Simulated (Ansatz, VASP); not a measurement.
## One calculation of HfN, two programs

```xyz
2
Lattice="0.0000 2.2560 2.2560 2.2560 0.0000 2.2560 2.2560 2.2560 0.0000" Properties=species:S:1:pos:R:3 pbc="T T T"
Hf    0.0000    0.0000    0.0000
N     2.2560    2.2560    2.2560
```

Alike in both runs: task single point; functional PBE; k mesh 10 × 10 × 10; occupations gaussian, width 0.022 eV; no spin polarisation.

|  | VASP | Ansatz |
| --- | --- | --- |
| version | VASP 6.6.1 | Ansatz 0.2.0 |
| potentials or method | VASP PAW PBE potentials, release 64 (Hf_pv, N) | Ansatz PAW |
| plane-wave cutoff (eV) | 520 | 420 |
| valence electrons in the cell | 15 | 31 |

```csv
,VASP,Ansatz,Ansatz less VASP
gap on the k mesh at the Fermi level (eV),none,none,-
pressure (GPa),4.2,6.6,+2.40
```

A gap of «none» marks a metal or a gap that the smearing closes. VASP's potentials hold 15 valence electrons a cell and Ansatz's 31, so a difference there can come from the potentials and not from the codes.

Spin-orbit coupling is off throughout.
